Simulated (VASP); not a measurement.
# NbB2 (P6/mmm) in VASP: further runs

NbB2 is run at these levels: LDA; tasks: single point.

Everything below comes from runs of VASP 6.6.1. Logs are shortened: lines on timing, memory, paths and dates and some standing lists are left out, and cuts for length are marked.

## 1. The cell of the first run

It takes space group P6/mmm (No. 191, hexagonal). The conventional cell has a = 2.995 Å, b = 2.995 Å, c = 3.117 Å, α = 90.00°, β = 90.00°, γ = 120.00°. Nb (site symmetry 6/mmm) has 12 B at 2.33 Å and 6 Nb at 3.00 Å within 3.1 Å. B (site symmetry -6m2) has 3 B at 1.73 Å within 2.3 Å.

## 2. Single point, LDA (strain -0.025 along x and y, -0.050 along z)

Contents of INCAR:

```
SYSTEM = NbB2
ALGO     = Normal         ! electronic algorithm
EDIFF    = 1E-6           ! SCF threshold, eV
ENCUT    = 520            ! plane-wave cutoff, eV
GGA      = CA             ! functional
ISIF     = 2              ! what is computed and relaxed
ISMEAR   = 0              ! smearing method
LASPH    = .TRUE.         ! aspherical terms in the spheres
LCHARG   = .FALSE.        ! write CHGCAR
LREAL    = .FALSE.        ! projectors in reciprocal space
LWAVE    = .FALSE.        ! write WAVECAR
NBANDS   = 16             ! bands
NELM     = 60             ! most SCF steps
PREC     = Accurate       ! precision mode
SIGMA    = 0.15           ! smearing width, eV
```

Contents of KPOINTS:

```
k-points
0
G
  18 18 14
  0 0 0
```

Contents of POSCAR:

```
NbB2
1.0
    2.9951814504      0.0000000000      0.0000000000
   -1.4975907252      2.5939032250      0.0000000000
    0.0000000000      0.0000000000      3.1172555950
Nb B
1 2
Direct
    0.0000000000      0.0000000000      0.0000000000
    0.3333333333      0.6666666667      0.5000000000
    0.6666666667      0.3333333333      0.5000000000
```

Potentials or basis: VASP PAW LDA potentials, release 64 (Nb_sv, B).

Started as:

```console
cat potpaw_LDA.64/Nb_sv/POTCAR potpaw_LDA.64/B/POTCAR > POTCAR
mpirun -np 1 vasp_std > vasp.out
```

OUTCAR:

```text
SYSTEM = NbB2
   EDIFF = 1E-6
   ENCUT = 520
   GGA = CA
   ISIF = 2
   ISMEAR = 0
   LASPH = .TRUE.
   LREAL = .FALSE.
   NELM = 60
   PREC = Accurate

 ion  position               nearest neighbor table
   1  0.000  0.000  0.000-   2 2.33   3 2.33   2 2.33   3 2.33   3 2.33   3 2.33   2 2.33   2 2.33
                             3 2.33   3 2.33   2 2.33   2 2.33
   2  0.333  0.667  0.500-   3 1.73   3 1.73   3 1.73   1 2.33   1 2.33   1 2.33   1 2.33   1 2.33
                             1 2.33
   3  0.667  0.333  0.500-   2 1.73   2 1.73   2 1.73   1 2.33   1 2.33   1 2.33   1 2.33   1 2.33
                             1 2.33

  LATTYP: Found a hexagonal cell.
 ALAT       =     2.9951814504
 C/A-ratio  =     1.0407568445

  Lattice vectors:

 A1 = (   2.9951814504,   0.0000000000,   0.0000000000)
 A2 = (  -1.4975907252,   2.5939032250,   0.0000000000)
 A3 = (   0.0000000000,   0.0000000000,   3.1172555950)

Analysis of symmetry for initial positions (statically):
=====================================================================
 Subroutine PRICEL returns:
 Original cell was already a primitive cell.

 Routine SETGRP: Setting up the symmetry group for a
 hexagonal supercell.

 Subroutine GETGRP returns: Found 24 space group operations
 (whereof 24 operations were pure point group operations)
 out of a pool of 24 trial point group operations.

The static configuration has the point symmetry D_6h.

Analysis of symmetry for dynamics (positions and initial velocities):
=====================================================================
 Subroutine PRICEL returns:
 Original cell was already a primitive cell.

 Routine SETGRP: Setting up the symmetry group for a
 hexagonal supercell.

 Subroutine GETGRP returns: Found 24 space group operations
 (whereof 24 operations were pure point group operations)
 out of a pool of 24 trial point group operations.

The dynamic configuration has the point symmetry D_6h.

 Subroutine INISYM returns: Found 24 space group operations
 (whereof 24 operations are pure point group operations),
 and found     1 'primitive' translations

----------------------------------------------------------------------------------------

                                     Primitive cell

  volume of cell :      24.2186

  direct lattice vectors                    reciprocal lattice vectors
     2.995181450  0.000000000  0.000000000     0.333869589  0.192759697  0.000000000
[... 85 lines left out ...]
   LASPH  =      T    aspherical Exc in radial PAW
   ENCUT  =  520.0 eV  38.22 Ry    6.18 a.u.   5.57  5.57  5.80*2*pi/ulx,y,z
   NELM   =     60;   NELMIN=  2; NELMDL= -5     # of ELM steps
   EDIFF  = 0.1E-05   stopping-criterion for ELM
   LREAL  =      F    real-space projection
   EDIFFG = 0.1E-04   stopping-criterion for IOM
   NSW    =      0    number of steps for IOM
   IBRION =     -1    ionic relax: 0-MD 1-quasi-New 2-CG
   NFREE  =      0    steps in history (QN), initial steepest desc. (CG)
   ISIF   =      2    stress and relaxation
   ISYM   =      2    0-nonsym 1-usesym 2-fastsym
   POTIM  = 0.5000    time-step for ionic-motion
   TEBEG  =    0.0;   TEEND  =   0.0 temperature during run
   PSTRESS=    0.0 pullay stress
   NELECT =      19.0000    total number of electrons
   NUPDOWN=      -1.0000    fix difference up-down
   EMIN   =  10.00;   EMAX   =-10.00  energy-range for DOS
   EFERMI =   0.00;   METHOD = LEGACY
   ISMEAR =     0;   SIGMA  =   0.15  broadening in eV -4-tet -1-fermi 0-gaus
   EFERMI_NEDOS =   21; number of points for ismear=-14 and -15
   IALGO  =     38    algorithm
   IMIX   =      4    mixing-type and parameters
     AMIX     =   0.40;   BMIX     =  1.00
     AMIX_MAG =   1.60;   BMIX_MAG =  1.00
  volume/ion in A,a.u.               =       8.07        54.48
  Fermi-wavevector in a.u.,A,eV,Ry     =   1.509882  2.853263 31.017784  2.279743
  Thomas-Fermi vector in A             =   2.620145
   LORBIT       =      0    0 simple, 1 ext, 2 COOP (PROOUT), +10 PAW based schemes
   GGA     = CA    functional components
   LHFCALC =     F    Hartree Fock is set to
   AEXX    =    0.0000 exact exchange contribution
   IVDW    =     0    specifies the selected vdW correction
   LEPSILON=     F    determine dielectric tensor
   LRPA    =     F    only Hartree local field effects (RPA)
 non-spin polarized calculation
 Gauss-broadening in eV      SIGMA  =   0.15
  energy-cutoff  :      520.00
  volume of cell :       24.22
 maximum number of plane-waves:       678
 NGX is ok and might be reduce to    24
   NGX = 11   NGY = 11   NGZ = 11

 number of electron      18.9999999 magnetization

 Free energy of the ion-electron system (eV)
  ---------------------------------------------------
  ext. energy  EPLUGINS =         0.00000000
  ---------------------------------------------------
  free energy    TOTEN  =       -28.25900400 eV

  energy without entropy =      -28.24788353  energy(sigma->0) =      -28.25344377

 E-fermi :  14.5012     XC(G=0): -13.8823

 val. band max:       14.4864747690   @ k =   0.3333   0.1111   0.2143
 cond. band min:      14.5229071977   @ k =   0.2222   0.0000   0.5000
 fundamental gap:      0.0364324288
 Fermi energy:        14.5012180747

 k-point     1 :       0.0000    0.0000    0.0000
  band No.  band energies     occupation
      1     -40.8463      2.00000
      2     -17.2135      2.00000
      3     -16.6704      2.00000
      4     -16.6704      2.00000
      5      -0.4830      2.00000
      6       9.3380      2.00000
[... 433 lines left out ...]
      3     -17.0155      2.00000
      4     -17.0038      2.00000
      5       3.0691      2.00000
      6       4.9378      2.00000
[... 8 lines left out ...]
     15      24.0513      0.00000
     16      24.0621      0.00000

 [... further k-points ...]
[... 5 lines left out ...]
  --------------------------------------------------------------------------------------
  -------------------------------------------------------------------------------------
  Total        5.5853081      5.5853081      6.4973608     -0.0000000     -0.0000000      0.0000000
  in kB      369.4948574    369.4948574    429.8315071     -0.0000000     -0.0000000      0.0000000
  external PRESSURE =     389.6070740 kB  Pullay stress =       0.0000000 kB

 VOLUME and BASIS-vectors are now :
 -----------------------------------------------------------------------------
  energy-cutoff  :      520.00
  volume of cell :       24.22
      direct lattice vectors                 reciprocal lattice vectors
     2.995181450  0.000000000  0.000000000     0.333869589  0.192759697  0.000000000
    -1.497590725  2.593903225  0.000000000     0.000000000  0.385519394  0.000000000
     0.000000000  0.000000000  3.117255595     0.000000000  0.000000000  0.320794997

 POSITION                                       TOTAL-FORCE (eV/Angst)
 -----------------------------------------------------------------------------------
      0.00000      0.00000      0.00000        -0.000000      0.000000      0.000000
     -0.00000      1.72927      1.55863        -0.000000      0.000000      0.000000
      1.49759      0.86463      1.55863         0.000000      0.000000      0.000000
 -----------------------------------------------------------------------------------
    total drift:                               -0.000000      0.000000      0.000000

  FREE ENERGIE OF THE ION-ELECTRON SYSTEM (eV)
  ---------------------------------------------------
  free  energy   TOTEN  =       -28.2590039985 eV

  energy  without entropy=      -28.2478835331  energy(sigma->0) =      -28.25344377
```

stdout:

```text
POSCAR found type information on POSCAR NbB
 POSCAR found :  2 types and       3 ions
 scaLAPACK will be used
 LDA part: xc-table for (Slater(with rela. corr.)+CA(PZ))
 , standard interpolation
 POSCAR, INCAR and KPOINTS ok, starting setup
 FFT: planning ... GRIDC
 FFT: planning ... GRID_SOFT
 FFT: planning ... GRID
 WAVECAR not read
 entering main loop
```

Wall time 30 s (1 thread of Intel Xeon 6975P-C (Granite Rapids), shared host); peak memory 0.21 GiB.

Results:

| Quantity | Value |
| --- | --- |
| Free energy | -28.2590 eV |
| Pressure | 39.0 GPa |

Caveat: the cell differs from its parent crystal (strain -0.025 along x and y, -0.050 along z).

## 3. Single point, LDA (strain -0.025 along x and y, -0.025 along z)

Contents of INCAR:

```
PREC     = Accurate       # precision mode
ENCUT    = 520            # plane-wave cutoff, eV
EDIFF    = 1E-6           # SCF threshold, eV
ISMEAR   = 0              # smearing method
SIGMA    = 0.15           # smearing width, eV
LREAL    = False          # projectors in reciprocal space
LASPH    = True           # aspherical terms in the spheres
NELM     = 60             # most SCF steps
ALGO     = Normal         # electronic algorithm
ISIF     = 2              # what is computed and relaxed
LWAVE    = False          # write WAVECAR
LCHARG   = False          # write CHGCAR
NBANDS   = 16             # bands
```

Contents of KPOINTS:

```
regular mesh
0
Gamma
  18 18 14
```

POSCAR: that of step 2 with these lines changed.

```diff
@@ -4,3 +4,3 @@
    -1.4975907252      2.5939032250      0.0000000000
-    0.0000000000      0.0000000000      3.1172555950
+    0.0000000000      0.0000000000      3.1992886370
 Nb B
```

Potentials or basis: VASP PAW LDA potentials, release 64 (Nb_sv, B).

Started as:

```console
cat potpaw_LDA.64/Nb_sv/POTCAR potpaw_LDA.64/B/POTCAR > POTCAR
mpirun -np 1 vasp_std > vasp.out
```

Run time: 31 s. Hardware: 1 thread of Intel Xeon 6975P-C (Granite Rapids), shared host; peak memory 0.22 GiB.

It converged, with:

```yaml
Free_energy: -28.3952 eV
Pressure: 27.9 GPa
```

Stress tensor (GPa, compression positive):
```
28.95  0.00  0.00
 0.00 28.95  0.00
 0.00  0.00 25.69
```

Levels at points of the mesh, in eV from the Fermi level:
| k point | band 7 | band 8 | band 9 | band 10 | band 11 | band 12 |
| --- | --- | --- | --- | --- | --- | --- |
| (0.00, 0.00, 0.00) | -4.80 | -4.80 | -3.25 | 1.48 | 1.48 | 3.50 |
| (0.50, 0.00, 0.00) | -5.78 | -5.02 | -4.55 | 0.40 | 1.77 | 2.97 |
| (0.00, 0.00, 0.50) | -2.23 | -2.23 | -2.01 | -2.01 | -1.35 | -1.35 |
| (0.50, 0.00, 0.50) | -6.88 | -6.42 | -3.34 | 2.53 | 3.42 | 4.06 |

Caveat: the cell differs from its parent crystal (strain -0.025 along x and y, -0.025 along z).

## 4. Single point, LDA (strain -0.050 along x and y, +0.050 along z)

Contents of INCAR:

```
PREC = Accurate
ENCUT = 520
EDIFF = 1E-7
ISMEAR = 0
SIGMA = 0.15
LREAL = False
LASPH = True
NELM = 60
ALGO = Normal
ISIF = 2
LWAVE = False
LCHARG = False
NBANDS = 16
```

Contents of KPOINTS:

```
Automatic mesh
0
Gamma
  18 18 14
```

Contents of POSCAR:

```
NbB2
1.0
    2.9183819260      0.0000000000      0.0000000000
   -1.4591909630      2.5273928859      0.0000000000
    0.0000000000      0.0000000000      3.4453877630
Nb B
1 2
Direct
    0.0000000000      0.0000000000      0.0000000000
    0.3333333333      0.6666666667      0.5000000000
    0.6666666667      0.3333333333      0.5000000000
```

Started as:

```console
cat potpaw_LDA.64/Nb_sv/POTCAR potpaw_LDA.64/B/POTCAR > POTCAR
mpirun -np 1 vasp_std > vasp.out
```

Run time: 43 s. Hardware: 1 thread of Intel Xeon 6975P-C (Granite Rapids), shared host; peak memory 0.22 GiB.

It converged, with:

```
Free energy : -28.3071 eV
Pressure    : 21.8 GPa
```

Stress tensor (GPa, compression positive):
```
31.39  0.00  0.00
 0.00 31.39  0.00
 0.00  0.00  2.58
```

Levels at points of the mesh, in eV from the Fermi level:
```
           k point  band 6  band 7  band 8  band 9  band 10  band 11  band 12  band 13
(0.00, 0.00, 0.00)   -4.68   -3.94   -3.73   -3.73     1.73     1.73     2.77     2.77
(0.50, 0.00, 0.00)   -9.59   -6.13   -4.66   -4.09     0.49     1.59     3.84     4.06
(0.00, 0.00, 0.50)   -8.80   -1.50   -1.50   -1.05    -1.05    -0.81    -0.76    -0.76
(0.50, 0.00, 0.50)   -8.49   -6.02   -5.99   -2.97     1.51     4.06     4.61     4.67
```

Caveat: the cell differs from its parent crystal (strain -0.050 along x and y, +0.050 along z).

[end of part 1 of 2]
